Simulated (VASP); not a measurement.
Wanted: the native input for a VASP 6.6.1 run.

```
Task                   : relaxation of cell and atoms
Functional             : LDA
Potentials or basis    : VASP PAW LDA potentials, release 64 (Mg, S)
Cutoff                 : 600 eV
k mesh                 : 7 × 7 × 7
Occupations            : methfessel-paxton, width 0.01 eV
Spin                   : no spin polarisation
Dipole correction      : no
Further INCAR settings : ALGO = Normal; EDIFF = 1e-07; IBRION = 2; EDIFFG = -0.02; NSW = 80; ISIF = 3
```

The structure of MgS lies in POSCAR:

```
MgS
1.0
    0.0000000000      2.6500000000      2.6500000000
    2.6500000000      0.0000000000      2.6500000000
    2.6500000000      2.6500000000      0.0000000000
Mg S
1 1
Direct
    0.0000000000      0.0000000000      0.0000000000
    0.5000000000      0.5000000000      0.5000000000
```

One way to write it, as run:

INCAR

```
SYSTEM = MgS
ALGO = Normal
EDIFF = 1E-7
EDIFFG = -0.02
ENCUT = 600
GGA_COMPAT = .False.
IBRION = 2
ISIF = 3
ISMEAR = 1
LASPH = .True.
LCHARG = .False.
LREAL = .False.
LWAVE = .False.
NELM = 120
NELMIN = 4
NSW = 80
PREC = Accurate
SIGMA = 0.01
```

KPOINTS

```
k-points
0
Gamma
  7 7 7
  0 0 0
```

Potentials or basis: VASP PAW LDA potentials, release 64 (Mg, S).

The run is started by

```bash
$ cat potpaw_LDA.64/Mg/POTCAR potpaw_LDA.64/S/POTCAR > POTCAR
$ mpirun -np 1 vasp_std > vasp.out
```

Results of the run:

```
Relaxed volume                        : 16.75 Å³/atom
Relaxed cell                          : a = 3.619 Å, b = 3.619 Å, c = 3.619 Å, α = 60.00°, β = 60.00°, γ = 60.00°
Space group after relaxing (to 0.1 Å) : Fm-3m (No. 225)
Energy gained by relaxing             : 45.4 meV/atom
Ionic steps                           : 3
Pressure after relaxing               : 0.0 GPa
Band gap on the k mesh                : 2.88 eV (least direct gap 3.90 eV)
```

Caveat: an odd mesh through Γ misses points on the zone boundary, where band edges can lie.

Run time: 8 s on 1 thread of Intel(R) Xeon(R) Platinum 8481C CPU @ 2.70GHz (Sapphire Rapids), with other jobs on the host, peak memory 0.15 GiB.
